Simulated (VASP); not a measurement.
# SrCl2 (Fm-3m) in VASP: notebook

Runs on SrCl2. Level: PBE. Tasks: single point.

Everything below comes from runs of VASP 6.6.1. Logs are shortened: lines on timing, memory, paths and dates and some standing lists are left out, and cuts for length are marked.

### 1 The cell of the first run

Symmetry: Fm-3m, No. 225, cubic system. The conventional cell has a = 6.834 Å, b = 6.834 Å, c = 6.834 Å, α = 90.00°, β = 90.00°, γ = 90.00°. Within 3.9 Å of Sr (site symmetry m-3m) lie 8 Cl at 2.96 Å. Within 3.9 Å of Cl (site symmetry -43m) lie 4 Sr at 2.96 Å and 6 Cl at 3.42 Å.

### 2 Single point, PBE

File INCAR:

```
PREC = Accurate ; ENCUT = 520
EDIFF = 1E-7 ; ISMEAR = 0
SIGMA = 0.01 ; LREAL = F
LASPH = T ; NELM = 60
ALGO = Normal ; ISIF = 2
LWAVE = F ; LCHARG = F
GGA = PE ; NBANDS = 19
```

File KPOINTS:

```
Automatic mesh
0
Gamma
  6 6 6
```

File POSCAR:

```
SrCl2
1.0
    0.0000000000      3.4171392023      3.4171392023
    3.4171392023      0.0000000000      3.4171392023
    3.4171392023      3.4171392023      0.0000000000
Sr Cl
1 2
Direct
    0.0000000000      0.0000000000      0.0000000000
    0.2500000000      0.2500000000      0.2500000000
    0.7500000000      0.7500000000      0.7500000000
```

Potentials or basis: VASP PAW PBE potentials, release 64 (Sr_sv, Cl).

On the command line:

```sh
$ cat potpaw_PBE.64/Sr_sv/POTCAR potpaw_PBE.64/Cl/POTCAR > POTCAR
$ mpirun -np 1 vasp_std > vasp.out
```

OUTCAR:

```text
PREC = Accurate
   ENCUT = 520
   EDIFF = 1E-7
   ISMEAR = 0
   LREAL = F
   LASPH = T
   NELM = 60
   ISIF = 2
   GGA = PE

 ion  position               nearest neighbor table
   1  0.000  0.000  0.000-   3 2.96   3 2.96   3 2.96   2 2.96   3 2.96   2 2.96   2 2.96   2 2.96

   2  0.250  0.250  0.250-   1 2.96   1 2.96   1 2.96   1 2.96
   3  0.750  0.750  0.750-   1 2.96   1 2.96   1 2.96   1 2.96

  LATTYP: Found a face centered cubic cell.
 ALAT       =     6.8342784046

  Lattice vectors:

 A1 = (   0.0000000000,   3.4171392023,   3.4171392023)
 A2 = (   3.4171392023,   0.0000000000,   3.4171392023)
 A3 = (   3.4171392023,   3.4171392023,   0.0000000000)

Analysis of symmetry for initial positions (statically):
[... 33 lines left out ...]
                                     Primitive cell

  volume of cell :      79.8028

  direct lattice vectors                    reciprocal lattice vectors
     0.000000000  3.417139202  3.417139202    -0.146321227  0.146321227  0.146321227
     3.417139202  0.000000000  3.417139202     0.146321227 -0.146321227  0.146321227
     3.417139202  3.417139202  0.000000000     0.146321227  0.146321227 -0.146321227

  length of vectors
     4.832564604  4.832564604  4.832564604     0.253435799  0.253435799  0.253435799

  position of ions in fractional coordinates (direct lattice)
     0.000000000  0.000000000  0.000000000
     0.250000000  0.250000000  0.250000000
     0.750000000  0.750000000  0.750000000

  ion indices of the primitive-cell ions
   primitive index   ion index
                 1           1
                 2           2
                 3           3

----------------------------------------------------------------------------------------

 KPOINTS: Automatic mesh

Automatic generation of k-mesh.
 Grid dimensions read from file:
 generate k-points for:    6    6    6

 Generating k-lattice:

  Cartesian coordinates                     Fractional coordinates (reciprocal lattice)
    -0.024386871  0.024386871  0.024386871     0.166666667  0.000000000  0.000000000
     0.024386871 -0.024386871  0.024386871     0.000000000  0.166666667  0.000000000
     0.024386871  0.024386871 -0.024386871     0.000000000  0.000000000  0.166666667

  Length of vectors
     0.042239300  0.042239300  0.042239300

  Shift w.r.t. Gamma in fractional coordinates (k-lattice)
     0.000000000  0.000000000  0.000000000

 Subroutine IBZKPT returns following result:
 ===========================================

 Found     16 irreducible k-points:

 Following reciprocal coordinates:
            Coordinates               Weight
  0.000000  0.000000  0.000000      1.000000
  0.166667  0.000000  0.000000      8.000000
  0.333333  0.000000  0.000000      8.000000
  0.500000  0.000000  0.000000      4.000000
  0.166667  0.166667  0.000000      6.000000
  0.333333  0.166667  0.000000     24.000000
[... 8 lines left out ...]
 -0.333333  0.333333  0.166667     24.000000
 -0.333333  0.500000  0.166667     12.000000
   k-points           NKPTS =     16   k-points in BZ     NKDIM =     16   number of bands    NBANDS=     19
   number of dos      NEDOS =    301   number of ions     NIONS =      3
   total plane-waves  NPLWV =  46656
   dimension x,y,z NGX =    36 NGY =   36 NGZ =   36
   dimension x,y,z NGXF=    72 NGYF=   72 NGZF=   72
   ions per type =               1   2
   NGX,Y,Z   is equivalent  to a cutoff of  12.38, 12.38, 12.38 a.u.
   NGXF,Y,Z  is equivalent  to a cutoff of  24.77, 24.77, 24.77 a.u.
 SYSTEM =  unknown system
   PREC   = accura    normal or accurate (medium, high low for compatibility)
   ISTART =      0    job   : 0-new  1-cont  2-samecut
   ICHARG =      2    charge: 1-file 2-atom 10-const
   ISPIN  =      1    spin polarized calculation?
   LNONCOLLINEAR =      F non collinear calculations
   LSORBIT =      F    spin-orbit coupling
   LASPH  =      T    aspherical Exc in radial PAW
   ENCUT  =  520.0 eV  38.22 Ry    6.18 a.u.   8.99  8.99  8.99*2*pi/ulx,y,z
   NELM   =     60;   NELMIN=  2; NELMDL= -5     # of ELM steps
   EDIFF  = 0.1E-06   stopping-criterion for ELM
   LREAL  =      F    real-space projection
   EDIFFG = 0.1E-05   stopping-criterion for IOM
   NSW    =      0    number of steps for IOM
   IBRION =     -1    ionic relax: 0-MD 1-quasi-New 2-CG
   NFREE  =      0    steps in history (QN), initial steepest desc. (CG)
   ISIF   =      2    stress and relaxation
   ISYM   =      2    0-nonsym 1-usesym 2-fastsym
   POTIM  = 0.5000    time-step for ionic-motion
   TEBEG  =    0.0;   TEEND  =   0.0 temperature during run
   PSTRESS=    0.0 pullay stress
   NELECT =      24.0000    total number of electrons
   NUPDOWN=      -1.0000    fix difference up-down
   EMIN   =  10.00;   EMAX   =-10.00  energy-range for DOS
   EFERMI =   0.00;   METHOD = LEGACY
   ISMEAR =     0;   SIGMA  =   0.01  broadening in eV -4-tet -1-fermi 0-gaus
   EFERMI_NEDOS =   21; number of points for ismear=-14 and -15
   IALGO  =     38    algorithm
   IMIX   =      4    mixing-type and parameters
     AMIX     =   0.40;   BMIX     =  1.00
     AMIX_MAG =   1.60;   BMIX_MAG =  1.00
  volume/ion in A,a.u.               =      26.60       179.51
  Fermi-wavevector in a.u.,A,eV,Ry     =   1.096830  2.072708 16.368293  1.203036
  Thomas-Fermi vector in A             =   2.233179
   LORBIT       =      0    0 simple, 1 ext, 2 COOP (PROOUT), +10 PAW based schemes
   GGA     = PE    functional components
   LHFCALC =     F    Hartree Fock is set to
   AEXX    =    0.0000 exact exchange contribution
   IVDW    =     0    specifies the selected vdW correction
   LEPSILON=     F    determine dielectric tensor
   LRPA    =     F    only Hartree local field effects (RPA)
 non-spin polarized calculation
 Gauss-broadening in eV      SIGMA  =   0.01
  energy-cutoff  :      520.00
  volume of cell :       79.80
 maximum number of plane-waves:      2174
   NGX = 17   NGY = 17   NGZ = 17

 number of electron      23.9999998 magnetization

 Free energy of the ion-electron system (eV)
  ---------------------------------------------------
  ext. energy  EPLUGINS =         0.00000000
  ---------------------------------------------------
  free energy    TOTEN  =       -12.70537235 eV

  energy without entropy =      -12.70537235  energy(sigma->0) =      -12.70537235

 E-fermi :   0.7035     XC(G=0):  -8.5529

 val. band max:        0.5753084719   @ k =   0.5000   0.5000   0.0000
 cond. band min:       6.0446261692   @ k =   0.5000   0.5000   0.0000
 fundamental gap:      5.4693176973
 Fermi energy:         0.7034881870

 k-point     1 :       0.0000    0.0000    0.0000
  band No.  band energies     occupation
      1     -32.1162      2.00000
      2     -14.1369      2.00000
      3     -14.1369      2.00000
      4     -14.1369      2.00000
      5     -12.9317      2.00000
      6     -11.9480      2.00000
[... 11 lines left out ...]
     18       9.7124      0.00000
     19      10.2624      0.00000

 k-point     2 :       0.1667    0.0000    0.0000
  band No.  band energies     occupation
      1     -32.1150      2.00000
      2     -14.2785      2.00000
      3     -14.1417      2.00000
      4     -14.1417      2.00000
      5     -12.7207      2.00000
      6     -12.0131      2.00000
[... 11 lines left out ...]
     18       9.5132      0.00000
     19      10.7026      0.00000

 k-point     3 :       0.3333    0.0000    0.0000
  band No.  band energies     occupation
      1     -32.1127      2.00000
      2     -14.4751      2.00000
      3     -14.1511      2.00000
      4     -14.1511      2.00000
      5     -12.4823      2.00000
      6     -12.0321      2.00000
[... 11 lines left out ...]
     18       9.3990      0.00000
     19       9.9904      0.00000

 k-point     4 :       0.5000    0.0000    0.0000
  band No.  band energies     occupation
      1     -32.1115      2.00000
      2     -14.5505      2.00000
      3     -14.1558      2.00000
      4     -14.1558      2.00000
      5     -12.4776      2.00000
      6     -11.9430      2.00000
[... 11 lines left out ...]
     18       9.4777      0.00000
     19       9.8114      0.00000

 k-point     5 :       0.1667    0.1667    0.0000
  band No.  band energies     occupation
      1     -32.1146      2.00000
      2     -14.3121      2.00000
      3     -14.1483      2.00000
      4     -14.1483      2.00000
      5     -12.6438      2.00000
      6     -12.0432      2.00000
[... 11 lines left out ...]
     18       9.4883      0.00000
     19       9.8857      0.00000
[... 158 lines left out ...]
      2     -14.6380      2.00000
      3     -14.1822      2.00000
      4     -14.1822      2.00000
      5     -12.3059      2.00000
      6     -11.9411      2.00000
[... 11 lines left out ...]
     18       9.5377      0.00000
     19      10.8188      0.00000

 k-point    14 :       0.5000    0.3333    0.1667
  band No.  band energies     occupation
      1     -32.1111      2.00000
      2     -14.4977      2.00000
      3     -14.2728      2.00000
      4     -14.1669      2.00000
      5     -12.1727      2.00000
      6     -12.1611      2.00000
[... 11 lines left out ...]
     18       9.6605      0.00000
     19      10.6808      0.00000

 k-point    15 :      -0.3333    0.3333    0.1667
  band No.  band energies     occupation
      1     -32.1103      2.00000
      2     -14.4650      2.00000
      3     -14.3710      2.00000
      4     -14.1732      2.00000
      5     -12.1877      2.00000
      6     -12.0612      2.00000
[... 11 lines left out ...]
     18      10.1264      0.00000
     19      10.7182      0.00000

 k-point    16 :      -0.3333    0.5000    0.1667
  band No.  band energies     occupation
      1     -32.1099      2.00000
      2     -14.5389      2.00000
      3     -14.3139      2.00000
      4     -14.1827      2.00000
      5     -12.1967      2.00000
      6     -12.0172      2.00000
[... 11 lines left out ...]
     18      10.5657      0.00000
     19      10.9170      0.00000

------------------------ aborting loop because EDIFF is reached ----------------------------------------

  FORCE on cell =-STRESS in cart. coord.  units (eV):
  Direction    XX          YY          ZZ          XY          YZ          ZX
  --------------------------------------------------------------------------------------
  -------------------------------------------------------------------------------------
  Total        1.8928771      1.8928771      1.8928771      0.0000000      0.0000000      0.0000000
  in kB       38.0027468     38.0027468     38.0027468      0.0000000      0.0000000      0.0000000
  external PRESSURE =      38.0027468 kB  Pullay stress =       0.0000000 kB

 VOLUME and BASIS-vectors are now :
 -----------------------------------------------------------------------------
  energy-cutoff  :      520.00
  volume of cell :       79.80
      direct lattice vectors                 reciprocal lattice vectors
     0.000000000  3.417139202  3.417139202    -0.146321227  0.146321227  0.146321227
     3.417139202  0.000000000  3.417139202     0.146321227 -0.146321227  0.146321227
     3.417139202  3.417139202  0.000000000     0.146321227  0.146321227 -0.146321227

 POSITION                                       TOTAL-FORCE (eV/Angst)
 -----------------------------------------------------------------------------------
      0.00000      0.00000      0.00000         0.000000      0.000000      0.000000
      1.70857      1.70857      1.70857        -0.000000     -0.000000     -0.000000
      5.12571      5.12571      5.12571         0.000000      0.000000      0.000000
 -----------------------------------------------------------------------------------
    total drift:                                0.000000      0.000000      0.000000

  FREE ENERGIE OF THE ION-ELECTRON SYSTEM (eV)
  ---------------------------------------------------
  free  energy   TOTEN  =       -12.7053723483 eV

  energy  without entropy=      -12.7053723483  energy(sigma->0) =      -12.70537235
```

Run time: 32 s. Hardware: 1 thread of AMD EPYC 7R43 (Zen 3), shared host; peak memory 0.17 GiB.

What came out:

- Free energy: -12.7054 eV
- Pressure: 3.8 GPa
- Band gap on the k mesh: 5.47 eV, direct

Levels at points of the mesh, in eV from the valence-band top:
| k point | band 10 | band 11 | band 12 | band 13 | band 14 | band 15 |
| --- | --- | --- | --- | --- | --- | --- |
| (0.00, 0.00, 0.00) | -0.36 | -0.36 | -0.36 | 5.58 | 6.06 | 6.06 |
| (0.50, 0.00, 0.00) | -1.43 | -1.13 | -1.13 | 6.76 | 6.76 | 7.72 |
| (0.50, 0.50, 0.00) | -0.45 | -0.45 | 0.00 | 5.47 | 7.20 | 7.75 |

A k mesh can miss the band edges. Expect the measured gap to be larger: semilocal functionals such as PBE lack the derivative discontinuity.

### 3 Single point, PBE

This run uses another cell than the first one, of 27.45 Å³/atom, 1.032 times its volume.

File INCAR:

```
PREC = Accurate
ENCUT = 520
EDIFF = 1E-7
ISMEAR = 0
SIGMA = 0.01
LREAL = False
LASPH = True
NELM = 100
ALGO = Normal
ISIF = 2
LWAVE = False
LCHARG = True
GGA = PE
LELF = True
LVHAR = True
NBANDS = 19
```

KPOINTS is that of step 2.

File POSCAR:

```
SrCl2
1.0
    0.0000000000      3.4531117322      3.4531117322
    3.4531117322      0.0000000000      3.4531117322
    3.4531117322      3.4531117322      0.0000000000
Sr Cl
1 2
Direct
    0.0000000000      0.0000000000      0.0000000000
    0.2500000000      0.2500000000      0.2500000000
    0.7500000000      0.7500000000      0.7500000000
```

Potentials or basis: VASP PAW PBE potentials, release 64 (Sr_sv, Cl).

On the command line:

```sh
$ cat potpaw_PBE.64/Sr_sv/POTCAR potpaw_PBE.64/Cl/POTCAR > POTCAR
$ mpirun -np 1 vasp_std > vasp.out
```

Wall time 35 s (1 thread of AMD EPYC 7R43 (Zen 3), shared host); peak memory 0.17 GiB.

The run converged. Its results:

```yaml
Free_energy: -12.7547 eV
Pressure: 2.3 GPa
Band_gap_on_the_k_mesh: 5.46 eV, indirect (least direct gap 5.49 eV)
```

Levels at points of the mesh, in eV from the valence-band top:
```
           k point  band 10  band 11  band 12  band 13  band 14  band 15
(0.00, 0.00, 0.00)    -0.35    -0.35    -0.35     5.46     6.08     6.08
(0.50, 0.00, 0.00)    -1.37    -1.09    -1.09     6.74     6.74     7.61
(0.50, 0.50, 0.00)    -0.43    -0.43     0.00     5.49     7.12     7.68
```

A k mesh can miss the band edges. PBE gaps usually lie below the measured ones, often by a third to a half.

### 4 Single point, PBE

This run uses another cell than the first one, of 28.30 Å³/atom, 1.064 times its volume.

File INCAR:

```
SYSTEM = SrCl2
ALGO = Normal
EDIFF = 1E-6
ENCUT = 520
GGA = PE
ISIF = 2
ISMEAR = 0
LASPH = .True.
LCHARG = .False.
LREAL = .False.
LWAVE = .False.
NBANDS = 19
NELM = 60
PREC = Accurate
SIGMA = 0.01
```

File KPOINTS:

```
k-points
0
Gamma
  6 6 6
  0 0 0
```

File POSCAR:

```
SrCl2
1.0
    0.0000000000      3.4883500000      3.4883500000
    3.4883500000      0.0000000000      3.4883500000
    3.4883500000      3.4883500000      0.0000000000
Sr Cl
1 2
Direct
    0.0000000000      0.0000000000      0.0000000000
    0.2500000000      0.2500000000      0.2500000000
    0.7500000000      0.7500000000      0.7500000000
```

On the command line:

```sh
$ cat potpaw_PBE.64/Sr_sv/POTCAR potpaw_PBE.64/Cl/POTCAR > POTCAR
$ mpirun -np 1 vasp_std > vasp.out
```

It took 44 s on 1 thread of AMD EPYC 7R43 (Zen 3), shared host; peak memory 0.2 GiB.

The run converged. Its results:

- Free energy: -12.7823 eV
- Pressure: 1.1 GPa
- Band gap on the k mesh: 5.34 eV, indirect (least direct gap 5.51 eV)

Levels at points of the mesh, in eV from the valence-band top:
| k point | band 8 | band 9 | band 10 | band 11 | band 12 | band 13 | band 14 | band 15 | band 16 | band 17 |
| --- | --- | --- | --- | --- | --- | --- | --- | --- | --- | --- |
| (0.00, 0.00, 0.00) | -2.13 | -2.13 | -0.34 | -0.34 | -0.34 | 5.34 | 6.10 | 6.10 | 9.04 | 9.04 |
| (0.50, 0.00, 0.00) | -1.57 | -1.50 | -1.32 | -1.05 | -1.05 | 6.71 | 6.71 | 7.51 | 7.87 | 8.62 |
| (0.50, 0.50, 0.00) | -1.88 | -1.88 | -0.40 | -0.40 | 0.00 | 5.51 | 7.04 | 7.60 | 8.01 | 8.01 |

### 5 Single point, PBE

This run uses another cell than the first one, of 29.15 Å³/atom, 1.096 times its volume.

File INCAR:

```
SYSTEM = SrCl2
PREC     = Accurate       ! precision mode
ENCUT    = 520            ! plane-wave cutoff, eV
EDIFF    = 1E-6           ! SCF threshold, eV
ISMEAR   = 0              ! smearing method
SIGMA    = 0.01           ! smearing width, eV
LREAL    = .FALSE.        ! projectors in reciprocal space
LASPH    = .TRUE.         ! aspherical terms in the spheres
NELM     = 60             ! most SCF steps
ALGO     = Normal         ! electronic algorithm
ISIF     = 2              ! what is computed and relaxed
LWAVE    = .FALSE.        ! write WAVECAR
LCHARG   = .TRUE.         ! write CHGCAR
GGA      = PE             ! functional
LELF     = .TRUE.         ! ELF
LVHAR    = .TRUE.       
NBANDS   = 19             ! bands
```

File KPOINTS:

```
Automatic mesh
0
G
  6 6 6
  0 0 0
```

File POSCAR:

```
SrCl2
1.0
    0.0000000000      3.5228903651      3.5228903651
    3.5228903651      0.0000000000      3.5228903651
    3.5228903651      3.5228903651      0.0000000000
Sr Cl
1 2
Direct
    0.0000000000      0.0000000000      0.0000000000
    0.2500000000      0.2500000000      0.2500000000
    0.7500000000      0.7500000000      0.7500000000
```

On the command line:

```sh
$ cat potpaw_PBE.64/Sr_sv/POTCAR potpaw_PBE.64/Cl/POTCAR > POTCAR
$ mpirun -np 1 vasp_std > vasp.out
```

Run time: 52 s. Hardware: 1 thread of AMD EPYC 7R43 (Zen 3), shared host; peak memory 0.2 GiB.

It converged, with:

```yaml
Free_energy: -12.7915 eV
Pressure: 0.0 GPa
Band_gap_on_the_k_mesh: 5.22 eV, indirect (least direct gap 5.52 eV)
```

Levels at points of the mesh, in eV from the valence-band top:
| k point | band 9 | band 10 | band 11 | band 12 | band 13 | band 14 | band 15 | band 16 |
| --- | --- | --- | --- | --- | --- | --- | --- | --- |
| (0.00, 0.00, 0.00) | -2.03 | -0.33 | -0.33 | -0.33 | 5.22 | 6.10 | 6.10 | 8.98 |
| (0.50, 0.00, 0.00) | -1.44 | -1.27 | -1.01 | -1.01 | 6.68 | 6.68 | 7.40 | 7.82 |
| (0.50, 0.50, 0.00) | -1.81 | -0.38 | -0.38 | 0.00 | 5.52 | 6.96 | 7.52 | 7.91 |

A k mesh can miss the band edges.

### 6 Single point, PBE

This run uses another cell than the first one, of 30.00 Å³/atom, 1.128 times its volume.

File INCAR:

```
PREC = Accurate ; ENCUT = 520
EDIFF = 1E-7 ; ISMEAR = 0
SIGMA = 0.01 ; LREAL = F
LASPH = T ; NELM = 80
ALGO = Normal ; ISIF = 2
LWAVE = F ; LCHARG = T
GGA = PE ; LELF = T
LVHAR = T ; NBANDS = 19
```

File KPOINTS:

```
Automatic mesh
0
Gamma
  6 6 6
```

File POSCAR:

```
SrCl2
1.0
    0.0000000000      3.5567663891      3.5567663891
    3.5567663891      0.0000000000      3.5567663891
    3.5567663891      3.5567663891      0.0000000000
Sr Cl
1 2
Direct
    0.0000000000      0.0000000000      0.0000000000
    0.2500000000      0.2500000000      0.2500000000
    0.7500000000      0.7500000000      0.7500000000
```

Potentials or basis: VASP PAW PBE potentials, release 64 (Sr_sv, Cl).

On the command line:

```sh
$ cat potpaw_PBE.64/Sr_sv/POTCAR potpaw_PBE.64/Cl/POTCAR > POTCAR
$ mpirun -np 1 vasp_std > vasp.out
```

Run time: 60 s. Hardware: 1 thread of AMD EPYC 7R43 (Zen 3), shared host; peak memory 0.2 GiB.

It converged, with:

```yaml
Free_energy: -12.7850 eV
Pressure: -0.9 GPa
Band_gap_on_the_k_mesh: 5.12 eV, indirect (least direct gap 5.43 eV)
```

Levels at points of the mesh, in eV from the valence-band top:
| k point | band 10 | band 11 | band 12 | band 13 | band 14 | band 15 |
| --- | --- | --- | --- | --- | --- | --- |
| (0.00, 0.00, 0.00) | -0.31 | -0.31 | -0.31 | 5.12 | 6.10 | 6.10 |
| (0.50, 0.00, 0.00) | -1.22 | -0.97 | -0.97 | 6.65 | 6.65 | 7.30 |
| (0.50, 0.50, 0.00) | -0.36 | -0.36 | 0.00 | 5.52 | 6.88 | 7.45 |

### 7 Overview

```csv
cell,gap on the mesh (eV),pressure (GPa)
"a = 4.833 Å, angles 60.0°, 3 atoms",5.47,3.8
"a = 4.883 Å, angles 60.0°, 3 atoms",5.46,2.3
"a = 4.933 Å, angles 60.0°, 3 atoms",5.34,1.1
"a = 4.982 Å, angles 60.0°, 3 atoms",5.22,0.0
"a = 5.030 Å, angles 60.0°, 3 atoms",5.12,-0.9
```

Alike in all rows: task single point; level PBE; potentials or basis VASP PAW PBE potentials, release 64 (Sr_sv, Cl); no spin polarisation; k mesh 6 × 6 × 6; cutoff (eV) 520; smearing gaussian 0.01 eV.

Absolute energies hang on the potentials; compare differences alone.
